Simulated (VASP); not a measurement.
A run of VASP 6.6.1 is set up as follows.

File INCAR:

```
PREC = Accurate
ENCUT = 520
EDIFF = 1E-7
ISMEAR = -1
SIGMA = 0.03
LREAL = F
LASPH = T
NELM = 150
ALGO = Normal
ISIF = 2
LWAVE = F
LCHARG = F
ISPIN = 2
MAGMOM = 0 0.1
LORBIT = 11
NUPDOWN = 0.1
LMAXMIX = 4
NBANDS = 22
```

Contents of KPOINTS:

```
Automatic mesh
0
Gamma
  14 14 8
```

File POSCAR:

```
ZnIr
1.0
    2.7771790596      0.0000000000      0.0000000000
   -1.3885895298      2.4051076165      0.0000000000
    0.0000000000      0.0000000000      4.1638620700
Zn Ir
1 1
Direct
    0.6666666667      0.3333333333      0.5000000000
    0.0000000000      0.0000000000      0.0000000000
```

Potentials or basis: VASP PAW LDA potentials, release 64 (Zn, Ir).

Launch:

```console
$ cat potpaw_LDA.64/Zn/POTCAR potpaw_LDA.64/Ir/POTCAR > POTCAR
$ mpirun -np 1 vasp_std > vasp.out
```

Task: Estimate the pressure.

Result: -7.8 GPa.

Stress tensor (GPa, compression positive):
```
-8.06  0.00  0.00
 0.00 -8.06  0.00
 0.00  0.00 -7.33
```

Caveat: the cell stands under tension; the total moment is fixed, so each spin has its own Fermi level and the state may be an excited one.
